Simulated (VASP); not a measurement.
A run of VASP 6.6.1 is set up as follows.

The input INCAR:

```
SYSTEM = CaLa2Cd3
PREC = Accurate
ENCUT = 520
EDIFF = 1E-6
ISMEAR = 0
SIGMA = 0.1
LREAL = .FALSE.
LASPH = .TRUE.
NELM = 80
ALGO = Normal
ISIF = 2
LWAVE = .FALSE.
LCHARG = .FALSE.
GGA = PE
NBANDS = 43
```

KPOINTS

```
regular mesh
0
G
  3 3 3
  0 0 0
```

POSCAR

```
CaLa2Cd3
1.0
    3.1342442077      1.8095567370      5.1667563694
   -3.1342442077      1.8095567370      5.1667563694
    0.0000000000     -3.6191134740      5.1667563694
Ca La Cd
1 2 3
Direct
    0.5000000000      0.5000000000      0.5000000000
    0.8708724276      0.8708724276      0.8708724276
    0.1291275724      0.1291275724      0.1291275724
    0.5000000000      0.5000000000      0.0000000000
    0.0000000000      0.5000000000      0.5000000000
    0.5000000000      0.0000000000      0.5000000000
```

Potentials or basis: VASP PAW PBE potentials, release 64 (Ca_sv, La, Cd).

Launch:

```console
$ cat potpaw_PBE.64/Ca_sv/POTCAR potpaw_PBE.64/La/POTCAR potpaw_PBE.64/Cd/POTCAR > POTCAR
$ mpirun -np 1 vasp_std > vasp.out
```

(1) Predict the pressure.

(2) Estimate the band gap on the k mesh.

Answers

(1) 0.1 GPa.

(2) zero (band 34 reaches 4.82 eV, above the bottom of band 35 at 4.49 eV).

Caveat: the k points lie up to 0.41 Å⁻¹ apart; spin-orbit coupling is left out, which moves the levels of the heavy elements.
